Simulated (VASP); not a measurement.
Input of a VASP 6.6.1 run:

File INCAR:

```
PREC = Accurate ; ENCUT = 520
EDIFF = 1E-7 ; ISMEAR = 0
SIGMA = 0.02 ; LREAL = Auto
LASPH = True ; NELM = 60
ALGO = Normal ; ISIF = 2
LWAVE = False ; LCHARG = False
GGA = PE ; IVDW = 12
NBANDS = 47
```

File KPOINTS:

```
Automatic mesh
0
Gamma
  2 2 2
```

POSCAR

```
Mg9O8
1.0
    0.0000000000      4.2250000000      4.2250000000
    4.2250000000      0.0000000000      4.2250000000
    4.2250000000      4.2250000000      0.0000000000
Mg O
9 8
Direct
    0.0168584615     -0.0072731361     -0.0083711243
   -0.0022216568      0.0125052071      0.4916342012
   -0.0021694675      0.4925739645      0.0114461538
    0.0519855621      0.4667280473      0.4653117160
    0.5107440237      0.0000671006     -0.0009350296
    0.5146291124      0.0575046154      0.4777145562
    0.5148339645      0.4787123077      0.0564450888
    0.3870008284      0.5105828402      0.5095856805
    0.6117240237      0.6070260355      0.6060177515
    0.2698144379      0.2380530178      0.2370224852
    0.2383527811      0.2321137278      0.7749771598
    0.2382911243      0.7759914793      0.2311202367
    0.2284817751      0.7530069822      0.7519605917
    0.7979060355      0.2270210651      0.2261105325
    0.7822321893      0.2318565680      0.7601439053
    0.7822971598      0.7611383432      0.2307904142
    0.7435724260      0.7432460355      0.7422914793
```

Potentials or basis: VASP PAW PBE potentials, release 64 (Mg, O).

Command:

```console
$ cat potpaw_PBE.64/Mg/POTCAR potpaw_PBE.64/O/POTCAR > POTCAR
$ mpirun -np 1 vasp_std > vasp.out
```

Question: What does it give for the largest force?

Answer: 0.088 eV/Å.

Question: What does it give for the pressure?

Answer: 36.0 GPa.

Forces in eV/Å, atoms in the order of the input:
```
Mg   0.012 -0.001 -0.004
Mg   0.013 -0.015  0.030
Mg   0.015  0.031 -0.015
Mg  -0.031  0.001 -0.001
Mg   0.032  0.008  0.006
Mg   0.020 -0.030  0.020
Mg   0.022  0.017 -0.034
Mg   0.027  0.058  0.060
Mg   0.006 -0.003 -0.001
O    0.006  0.008  0.009
O   -0.020 -0.041 -0.014
O   -0.019 -0.013 -0.038
O    0.018 -0.017 -0.017
O   -0.048  0.004  0.004
O   -0.030  0.016 -0.021
O   -0.029 -0.022  0.014
O    0.007  0.000  0.002
```

Caveat: the k points lie up to 0.64 Å⁻¹ apart.
